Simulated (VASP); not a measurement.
# In (I4/mmm) in VASP: further runs

The runs below take In through electric field gradients, with LDA.

Everything below comes from runs of VASP 6.6.1. Logs are shortened: lines on timing, memory, paths and dates and some standing lists are left out, and cuts for length are marked.

## 1. The cell of the first run

Symmetry: I4/mmm, No. 139, tetragonal system. The conventional cell has a = 3.263 Å, b = 3.263 Å, c = 4.964 Å, α = 90.00°, β = 90.00°, γ = 90.00°. In (site symmetry 4/mmm) has 12 In at 3.26 to 3.39 Å within 4.3 Å.

## 2. Electric field gradients, LDA (26.43 Å³/atom)

INCAR

```
SYSTEM = In
PREC = Accurate ; ENCUT = 520
EDIFF = 1E-8 ; ISMEAR = -1
SIGMA = 0.05 ; LREAL = .False.
LASPH = .True. ; NELM = 100
ALGO = Normal ; ISIF = 2
LWAVE = .False. ; LCHARG = .False.
GGA = CA ; LEFG = .True.
NBANDS = 12
```

KPOINTS

```
Automatic mesh
0
Gamma
  14 14 14
  0 0 0
```

POSCAR

```
In
1.0
   -1.6315525314      1.6315525314      2.4821691634
    1.6315525314     -1.6315525314      2.4821691634
    1.6315525314      1.6315525314     -2.4821691634
In
1
Direct
    0.0000000000      0.0000000000      0.0000000000
```

Potentials or basis: VASP PAW LDA potentials, release 64 (In_d).

Launch:

```console
> cat potpaw_LDA.64/In_d/POTCAR > POTCAR
> mpirun -np 1 vasp_std > vasp.out
```

OUTCAR:

```text
SYSTEM = In
   PREC = Accurate
   ENCUT = 520
   EDIFF = 1E-8
   ISMEAR = -1
   LREAL = .False.
   LASPH = .True.
   NELM = 100
   ISIF = 2
   GGA = CA

 ion  position               nearest neighbor table
   1  0.000  0.000  0.000-

  LATTYP: Found a body centered tetragonal cell.
 ALAT       =     3.2631050628
 C/A-ratio  =     1.5213541186

  Lattice vectors:

 A1 = (  -1.6315525314,   1.6315525314,   2.4821691634)
 A2 = (   1.6315525314,  -1.6315525314,   2.4821691634)
 A3 = (   1.6315525314,   1.6315525314,  -2.4821691634)

Analysis of symmetry for initial positions (statically):
=====================================================================
 Subroutine PRICEL returns:
 Original cell was already a primitive cell.

 Routine SETGRP: Setting up the symmetry group for a
 body centered tetragonal supercell.

 Subroutine GETGRP returns: Found 16 space group operations
 (whereof 16 operations were pure point group operations)
 out of a pool of 16 trial point group operations.

The static configuration has the point symmetry D_4h.

Analysis of symmetry for dynamics (positions and initial velocities):
=====================================================================
 Subroutine PRICEL returns:
 Original cell was already a primitive cell.

 Routine SETGRP: Setting up the symmetry group for a
 body centered tetragonal supercell.

 Subroutine GETGRP returns: Found 16 space group operations
 (whereof 16 operations were pure point group operations)
 out of a pool of 16 trial point group operations.

The dynamic configuration has the point symmetry D_4h.

 Subroutine INISYM returns: Found 16 space group operations
 (whereof 16 operations are pure point group operations),
 and found     1 'primitive' translations

----------------------------------------------------------------------------------------

                                     Primitive cell

  volume of cell :      26.4298

  direct lattice vectors                    reciprocal lattice vectors
    -1.631552531  1.631552531  2.482169163     0.000000000  0.306456575  0.201436714
     1.631552531 -1.631552531  2.482169163     0.306456575  0.000000000  0.201436714
     1.631552531  1.631552531 -2.482169163     0.306456575  0.306456575  0.000000000

  length of vectors
     3.388966078  3.388966078  3.388966078     0.366732030  0.366732030  0.433395044

  position of ions in fractional coordinates (direct lattice)
     0.000000000  0.000000000  0.000000000

  ion indices of the primitive-cell ions
   primitive index   ion index
                 1           1

----------------------------------------------------------------------------------------

 KPOINTS: Automatic mesh

Automatic generation of k-mesh.
 Grid dimensions read from file:
 generate k-points for:   14   14   14

 Generating k-lattice:

  Cartesian coordinates                     Fractional coordinates (reciprocal lattice)
     0.000000000  0.021889755  0.014388337     0.071428571  0.000000000  0.000000000
     0.021889755  0.000000000  0.014388337     0.000000000  0.071428571  0.000000000
     0.021889755  0.021889755  0.000000000     0.000000000  0.000000000  0.071428571

  Length of vectors
     0.026195145  0.026195145  0.030956789

  Shift w.r.t. Gamma in fractional coordinates (k-lattice)
     0.000000000  0.000000000  0.000000000

 Subroutine IBZKPT returns following result:
 ===========================================

 Found    244 irreducible k-points:

 Following reciprocal coordinates:
            Coordinates               Weight
  0.000000  0.000000  0.000000      1.000000
  0.071429  0.000000 -0.000000      8.000000
  0.142857  0.000000  0.000000      8.000000
  0.214286  0.000000 -0.000000      8.000000
  0.285714  0.000000 -0.000000      8.000000
  0.357143 -0.000000  0.000000      8.000000
[... 16 lines left out ...]
  0.214286  0.142857  0.000000     16.000000
  0.285714  0.142857  0.000000     16.000000
 [... further k-points ...]
   k-points           NKPTS =    244   k-points in BZ     NKDIM =    244   number of bands    NBANDS=     12
   number of dos      NEDOS =    301   number of ions     NIONS =      1
   total plane-waves  NPLWV =  21952
   dimension x,y,z NGX =    28 NGY =   28 NGZ =   28
   dimension x,y,z NGXF=    56 NGYF=   56 NGZF=   56
   ions per type =               1
   NGX,Y,Z   is equivalent  to a cutoff of  13.74, 13.74, 13.74 a.u.
   NGXF,Y,Z  is equivalent  to a cutoff of  27.47, 27.47, 27.47 a.u.
 SYSTEM =  In
   PREC   = accura    normal or accurate (medium, high low for compatibility)
   ISTART =      0    job   : 0-new  1-cont  2-samecut
   ICHARG =      2    charge: 1-file 2-atom 10-const
   ISPIN  =      1    spin polarized calculation?
   LNONCOLLINEAR =      F non collinear calculations
   LSORBIT =      F    spin-orbit coupling
   LASPH  =      T    aspherical Exc in radial PAW
   ENCUT  =  520.0 eV  38.22 Ry    6.18 a.u.   6.30  6.30  6.30*2*pi/ulx,y,z
   NELM   =    100;   NELMIN=  2; NELMDL= -5     # of ELM steps
   EDIFF  = 0.1E-07   stopping-criterion for ELM
   LREAL  =      F    real-space projection
   EDIFFG = 0.1E-06   stopping-criterion for IOM
   NSW    =      0    number of steps for IOM
   IBRION =     -1    ionic relax: 0-MD 1-quasi-New 2-CG
   NFREE  =      0    steps in history (QN), initial steepest desc. (CG)
   ISIF   =      2    stress and relaxation
   ISYM   =      2    0-nonsym 1-usesym 2-fastsym
   POTIM  = 0.5000    time-step for ionic-motion
   TEBEG  =    0.0;   TEEND  =   0.0 temperature during run
   PSTRESS=    0.0 pullay stress
   NELECT =      13.0000    total number of electrons
   NUPDOWN=      -1.0000    fix difference up-down
   EMIN   =  10.00;   EMAX   =-10.00  energy-range for DOS
   EFERMI =   0.00;   METHOD = LEGACY
   ISMEAR =    -1;   SIGMA  =   0.05  broadening in eV -4-tet -1-fermi 0-gaus
   EFERMI_NEDOS =   21; number of points for ismear=-14 and -15
   IALGO  =     38    algorithm
   IMIX   =      4    mixing-type and parameters
     AMIX     =   0.40;   BMIX     =  1.00
     AMIX_MAG =   1.60;   BMIX_MAG =  1.00
  volume/ion in A,a.u.               =      26.43       178.36
  Fermi-wavevector in a.u.,A,eV,Ry     =   1.292284  2.442064 22.721717  1.669999
  Thomas-Fermi vector in A             =   2.424002
   LORBIT       =      0    0 simple, 1 ext, 2 COOP (PROOUT), +10 PAW based schemes
   GGA     = CA    functional components
   LHFCALC =     F    Hartree Fock is set to
   AEXX    =    0.0000 exact exchange contribution
   IVDW    =     0    specifies the selected vdW correction
   LEPSILON=     F    determine dielectric tensor
   LRPA    =     F    only Hartree local field effects (RPA)
 non-spin polarized calculation
  energy-cutoff  :      520.00
  volume of cell :       26.43
 maximum number of plane-waves:       728
 NGX is ok and might be reduce to    28
   NGX = 13   NGY = 13   NGZ = 13

 number of electron      13.0000005 magnetization

 Free energy of the ion-electron system (eV)
  ---------------------------------------------------
  ext. energy  EPLUGINS =         0.00000000
  ---------------------------------------------------
  free energy    TOTEN  =        -3.20370769 eV

  energy without entropy =       -3.20016960  energy(sigma->0) =       -3.20193865

 E-fermi :   7.1287     XC(G=0): -10.4786

 val. band max:        7.0828356572   @ k =   0.2857   0.1429   0.0714
 cond. band min:       7.1310623242   @ k =   0.2857   0.2143   0.0714
 fundamental gap:      0.0482266670
 Fermi energy:         7.1287365892

 k-point     1 :       0.0000    0.0000    0.0000
  band No.  band energies     occupation
      1      -7.5087      2.00000
      2      -7.4056      2.00000
      3      -7.4056      2.00000
      4      -7.3249      2.00000
      5      -7.2210      2.00000
      6      -2.3932      2.00000
      7      17.4300      0.00000
      8      17.4300      0.00000
      9      17.5820      0.00000
     10      18.7664      0.00000
     11      21.0228      0.00000
     12      21.1576      0.00000

 k-point     2 :       0.0714    0.0000   -0.0000
  band No.  band energies     occupation
      1      -7.5006      2.00000
      2      -7.4060      2.00000
      3      -7.3976      2.00000
      4      -7.3234      2.00000
      5      -7.2242      2.00000
      6      -2.2824      2.00000
      7      16.1431      0.00000
      8      17.2655      0.00000
      9      17.2980      0.00000
     10      18.5589      0.00000
     11      21.3890      0.00000
     12      21.4458      0.00000
[... 316 lines left out ...]
 k-point    24 :       0.2857    0.1429    0.0000
  band No.  band energies     occupation
      1      -7.4493      2.00000
      2      -7.4230      2.00000
      3      -7.3581      2.00000
      4      -7.2338      2.00000
      5      -7.1815      2.00000
      6       0.4156      2.00000
      7       8.1696      0.00000
      8      12.2929      0.00000
      9      15.1392      0.00000
     10      18.0182      0.00000
     11      19.8802      0.00000
     12      21.3870      0.00000

 [... further k-points ...]
[... 5 lines left out ...]
  --------------------------------------------------------------------------------------
  -------------------------------------------------------------------------------------
  Total       -0.5235884     -0.5235884     -0.4558209      0.0000000     -0.0000000      0.0000000
  in kB      -31.7400123    -31.7400123    -27.6319345      0.0000000     -0.0000000      0.0000000
  external PRESSURE =     -30.3706530 kB  Pullay stress =       0.0000000 kB

 VOLUME and BASIS-vectors are now :
 -----------------------------------------------------------------------------
  energy-cutoff  :      520.00
  volume of cell :       26.43
      direct lattice vectors                 reciprocal lattice vectors
    -1.631552531  1.631552531  2.482169163     0.000000000  0.306456575  0.201436714
     1.631552531 -1.631552531  2.482169163     0.306456575  0.000000000  0.201436714
     1.631552531  1.631552531 -2.482169163     0.306456575  0.306456575  0.000000000

 POSITION                                       TOTAL-FORCE (eV/Angst)
 -----------------------------------------------------------------------------------
      0.00000      0.00000      0.00000         0.000000      0.000000      0.000000
 -----------------------------------------------------------------------------------
    total drift:                               -0.000000     -0.000000     -0.000000

  FREE ENERGIE OF THE ION-ELECTRON SYSTEM (eV)
  ---------------------------------------------------
  free  energy   TOTEN  =        -3.2037076900 eV

  energy  without entropy=       -3.2001696014  energy(sigma->0) =       -3.20193865

 Electric field gradients (V/A^2)
---------------------------------------------------------------------
 ion       V_xx      V_yy      V_zz      V_xy      V_xz      V_yz
---------------------------------------------------------------------
   1     -10.813   -10.813    21.625     0.000     0.001     0.001
---------------------------------------------------------------------

 Electric field gradients after diagonalization (V/A^2)
 (convention: |V_zz| > |V_xx| > |V_yy|)
----------------------------------------------------------------------
 ion       V_xx      V_yy      V_zz     asymmetry (V_yy - V_xx)/ V_zz
----------------------------------------------------------------------
   1     -10.813   -10.812    21.625       0.000
----------------------------------------------------------------------

           NMR quadrupolar parameters

 Cq : quadrupolar parameter    Cq=e*Q*V_zz/h
 eta: asymmetry parameters     (V_yy - V_xx)/ V_zz
 Q  : nuclear electric quadrupole moment in mb (millibarn)
----------------------------------------------------------------------
 ion       Cq(MHz)       eta       Q (mb)
----------------------------------------------------------------------
   1       0.052       0.000       1.000
----------------------------------------------------------------------
```

Wall time 87 s (1 thread of Intel Xeon 6975P-C (Granite Rapids), shared host); peak memory 0.19 GiB.

Results:

```yaml
Free_energy: -3.2037 eV
Pressure: -3.0 GPa
Band_gap_on_the_k_mesh: zero (an odd number of electrons rules out a gap without spin polarisation)
Largest_electric_field_gradient_by_atom: In +21.6 V/Å²
```

Stress tensor (GPa, compression positive):
```
-3.17  0.00  0.00
 0.00 -3.17  0.00
 0.00  0.00 -2.76
```

Electric field gradients, principal values (V/Å²):
```tsv
atom	least	middle	greatest (by size)
1 In	-10.812	-10.813	21.625
```

Caveat: the cell stands under tension; without QUAD_EFG the Cq values of the log hold for a quadrupole moment of 1 mb, not for the nuclei; spin-orbit coupling is left out, which moves the levels of the heavy elements.

## 3. Electric field gradients, LDA (26.43 Å³/atom)

INCAR

```
SYSTEM = In
  PREC = Accurate
  ENCUT = 520
  EDIFF = 1E-8
  ISMEAR = -1
  SIGMA = 0.05
  LREAL = .False.
  LASPH = .True.
  NELM = 80
  ALGO = Normal
  ISIF = 2
  LWAVE = .False.
  LCHARG = .False.
  LEFG = .True.
  NBANDS = 12
```

KPOINTS

```
regular mesh
0
Gamma
  14 14 14
  0 0 0
```

POSCAR is that of step 2.

Potentials or basis: VASP PAW LDA potentials, release 64 (In_d).

Launch:

```console
> cat potpaw_LDA.64/In_d/POTCAR > POTCAR
> mpirun -np 1 vasp_std > vasp.out
```

OUTCAR:

```text
SYSTEM = In
   PREC = Accurate
   ENCUT = 520
   EDIFF = 1E-8
   ISMEAR = -1
   LREAL = .False.
   LASPH = .True.
   NELM = 80
   ISIF = 2

 ion  position               nearest neighbor table
   1  0.000  0.000  0.000-

  LATTYP: Found a body centered tetragonal cell.
 ALAT       =     3.2631050628
 C/A-ratio  =     1.5213541186

  Lattice vectors:

 A1 = (  -1.6315525314,   1.6315525314,   2.4821691634)
 A2 = (   1.6315525314,  -1.6315525314,   2.4821691634)
 A3 = (   1.6315525314,   1.6315525314,  -2.4821691634)

Analysis of symmetry for initial positions (statically):
[... 565 lines left out ...]
  FREE ENERGIE OF THE ION-ELECTRON SYSTEM (eV)
  ---------------------------------------------------
  free  energy   TOTEN  =        -3.2037076900 eV

  energy  without entropy=       -3.2001696014  energy(sigma->0) =       -3.20193865

 Electric field gradients (V/A^2)
---------------------------------------------------------------------
 ion       V_xx      V_yy      V_zz      V_xy      V_xz      V_yz
---------------------------------------------------------------------
   1     -10.813   -10.813    21.625     0.000     0.001     0.001
---------------------------------------------------------------------

 Electric field gradients after diagonalization (V/A^2)
 (convention: |V_zz| > |V_xx| > |V_yy|)
----------------------------------------------------------------------
 ion       V_xx      V_yy      V_zz     asymmetry (V_yy - V_xx)/ V_zz
----------------------------------------------------------------------
   1     -10.813   -10.812    21.625       0.000
----------------------------------------------------------------------

           NMR quadrupolar parameters

 Cq : quadrupolar parameter    Cq=e*Q*V_zz/h
 eta: asymmetry parameters     (V_yy - V_xx)/ V_zz
 Q  : nuclear electric quadrupole moment in mb (millibarn)
----------------------------------------------------------------------
 ion       Cq(MHz)       eta       Q (mb)
----------------------------------------------------------------------
   1       0.052       0.000       1.000
----------------------------------------------------------------------
```

stdout:

```text
POSCAR found type information on POSCAR In
 POSCAR found :  1 types and       1 ions
 scaLAPACK will be used
 LDA part: xc-table for (Slater(with rela. corr.)+CA(PZ))
 , standard interpolation
 POSCAR, INCAR and KPOINTS ok, starting setup
 FFT: planning ... GRIDC
 FFT: planning ... GRID_SOFT
 FFT: planning ... GRID
 WAVECAR not read
 entering main loop
ion   1
```

Wall time 63 s (1 thread of Intel Xeon 6975P-C (Granite Rapids), shared host); peak memory 0.19 GiB.

Results:

```yaml
Free_energy: -3.2037 eV
Pressure: -3.0 GPa
Band_gap_on_the_k_mesh: zero (an odd number of electrons rules out a gap without spin polarisation)
Largest_electric_field_gradient_by_atom: In +21.6 V/Å²
```

Electric field gradients, principal values (V/Å²):
```tsv
atom	least	middle	greatest (by size)
1 In	-10.812	-10.813	21.625
```

Caveat: the cell stands under tension; without QUAD_EFG the Cq values of the log hold for a quadrupole moment of 1 mb, not for the nuclei; spin-orbit coupling is left out, which moves the levels of the heavy elements.

[end of part 1 of 2]
